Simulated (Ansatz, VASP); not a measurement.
## Two plane-wave programs on Ga3P2N

```
Ga P N
1.0
     3.13113    1.80776    2.80967
    -3.13113    1.80776    2.80967
     0.00000   -3.61551    2.80967
Ga P N
3 2 1
Direct
  0.00000 0.50000 0.00000
  0.50000 0.00000 0.00000
  0.00000 0.00000 0.50000
  0.63143 0.63143 0.63143
  0.36857 0.36857 0.36857
  0.00000 0.00000 0.00000
```

Change from the starting cell: species swapped into the La2MgAl3 type (R-3m, No. 166).

Alike in both runs: functional PBE; k mesh 6 × 6 × 6; occupations gaussian, width 0.1 eV; collinear spin.

Ansatz relaxed the structure, and its values are those at the end. VASP's run is a single point on that final structure, the one shown.

```csv
,VASP,Ansatz
version,VASP 6.6.1,Ansatz 0.2.0
potentials or method,"VASP PAW PBE potentials, release 64 (Ga_d, P, N), cutoff 520 eV","scalar-relativistic, plane waves, PAW"
valence electrons in the cell,54,54
```

|  | VASP | Ansatz | Ansatz less VASP |
| --- | --- | --- | --- |
| gap on the k mesh at the Fermi level (eV) | none | none | - |
| pressure (GPa) | -0.1 | -0.2 | -0.09 |
| rms of the force components (eV/Å) | 0.028 | 0.013 | -0.0150 |
| net moment per atom (μB) | 0.00 | 0.00 | 0.000 |

A gap of «none» marks a metal or a gap that the smearing closes. With one functional, cell and mesh, what is left measures potentials, basis and numerics. Ansatz's warnings: seeded moment not kept.
